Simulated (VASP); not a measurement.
Input of a VASP 6.6.1 run:

The input INCAR:

```
SYSTEM = C
PREC = Accurate
ENCUT = 1300
EDIFF = 1E-6
ISMEAR = 0
SIGMA = 0.05
LREAL = .FALSE.
LASPH = .TRUE.
NELM = 120
ALGO = Normal
ISIF = 2
LWAVE = .FALSE.
LCHARG = .FALSE.
GGA = CA
NBANDS = 26
GGA_COMPAT = .FALSE.
```

The input KPOINTS:

```
regular mesh
0
G
  12 12 4
  0 0 0
```

File POSCAR:

```
C
1.0
    2.5186290723      0.0000000000      0.0000000000
   -1.2593145361      2.1811967593      0.0000000000
    0.0000000000      0.0000000000      8.0228736867
C
8
Direct
    0.0000000000      0.0000000000      0.0900147857
    0.0000000000      0.0000000000      0.5900147857
    0.0000000000      0.0000000000      0.4099852143
    0.0000000000      0.0000000000      0.9099852143
    0.3333333333      0.6666666667      0.1578160184
    0.6666666667      0.3333333333      0.6578160184
    0.3333333333      0.6666666667      0.3421839816
    0.6666666667      0.3333333333      0.8421839816
```

Potentials or basis: VASP PAW LDA potentials, release 64 (C_h).

Run with:

```console
$ cat potpaw_LDA.64/C_h/POTCAR > POTCAR
$ mpirun -np 1 vasp_std > vasp.out
```

(1) Predict the band gap on the k mesh.

(2) Predict the pressure.

Results:

(1) 3.82 eV (least direct gap 4.20 eV).

(2) 3.9 GPa.

Caveat: the cell differs from its parent crystal (atoms displaced along a vibrational mode, the cell strained); the stress differs along the axes, from -14 to 40 GPa; forces of over 1 eV/Å act on the atoms, so gaps and moduli don't describe the material at rest.
